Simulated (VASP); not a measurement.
Wanted: the native input for a VASP 6.6.1 run.

| Quantity | Value |
| --- | --- |
| Task | single point |
| Functional | PBEsol |
| Potentials or basis | VASP PAW PBE potentials, release 64 (Ru_pv) |
| Cutoff | 520 eV |
| k mesh | 24 × 24 × 14 |
| Occupations | gaussian, width 0.15 eV |
| Spin | no spin polarisation |
| Dipole correction | no |
| Further INCAR settings | ALGO = Fast; EDIFF = 1e-07; NBANDS = 21 |

The structure of Ru lies in POSCAR:

```
Ru
1.0
    2.6895239996      0.0000000000      0.0000000000
   -1.3447619998      2.3291961077      0.0000000000
    0.0000000000      0.0000000000      4.2519209508
Ru
2
Direct
    0.2503926292      0.6059498572      0.2500000000
    0.7496073708      0.3940501428      0.7500000000
```

This cell differs from its parent crystal: atoms displaced along a vibrational mode.

The input as run:

INCAR

```
SYSTEM = Ru
PREC = Accurate ; ENCUT = 520
EDIFF = 1E-7 ; ISMEAR = 0
SIGMA = 0.15 ; LREAL = .False.
LASPH = .True. ; NELM = 100
ALGO = Fast ; ISIF = 2
LWAVE = .False. ; LCHARG = .False.
GGA = PS ; NBANDS = 21
```

KPOINTS

```
Automatic mesh
0
Gamma
  24 24 14
  0 0 0
```

Potentials or basis: VASP PAW PBE potentials, release 64 (Ru_pv).

Command:

```console
$ cat potpaw_PBE.64/Ru_pv/POTCAR > POTCAR
$ mpirun -np 1 vasp_std > vasp.out
```

It gave:

- Pressure: 8.4 GPa
- Largest force: 2.426 eV/Å
- Band gap on the k mesh: zero (bands 14 and 15 overlap by 3.07 eV)

Caveat: the cell differs from its parent crystal (atoms displaced along a vibrational mode); the stress differs along the axes, from -2 to 18 GPa; the PAW data sets were made with another functional, which shifts forces and pressure a little.

It took 19 min on 1 thread of Intel Xeon 8259CL, with other jobs on the host, peak memory 1 GiB.
